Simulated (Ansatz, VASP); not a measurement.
Two plane-wave programs on Co

```
CELL_PARAMETERS angstrom
2.48736 0.00000 0.00000
-1.24368 2.15412 0.00000
0.00000 0.00000 4.06329
ATOMIC_POSITIONS crystal
Co 0.33333 0.66667 0.74014
Co 0.66667 0.33333 0.25986
```

Alike in both runs: task single point; functional PBEsol; k mesh 12 × 12 × 7; occupations fermi-dirac, width 0.05 eV; collinear spin.

|  | VASP | Ansatz |
| --- | --- | --- |
| version | VASP 6.6.1 | Ansatz 0.2.0 |
| potentials or method | VASP PAW PBE potentials, release 64 (Co) | Ansatz PAW |
| plane-wave cutoff (eV) | 520 | 420 |
| valence electrons in the cell | 18 | 34 |

|  | VASP | Ansatz | Ansatz less VASP |
| --- | --- | --- | --- |
| gap on the k mesh at the Fermi level (eV) | none | none | - |
| pressure (GPa) | -16.9 | -9.3 | +7.61 |
| traceless stress, the component that is largest in VASP (GPa) | -0.47 | -1.93 | -1.459 |
| rms of the force components (eV/Å) | 0.305 | 0.255 | -0.0494 |
| net moment per atom (μB) | 0.00 | 1.63 | +1.631 |
| size of the moment on the site where the two differ most (μB) | 0.90 | 1.70 | +0.796 |

The net moments are unlike, so the other rows may belong to different states. VASP's potentials were made for PBE, not for PBEsol. Site moments also hang on the region over which each program counts them. Atom by atom the forces differ by 0.049 eV/Å (rms over components). A gap of «none» marks a metal or a gap that the smearing closes. VASP's potentials hold 18 valence electrons a cell and Ansatz's 34, so a difference there can come from the potentials and not from the codes.
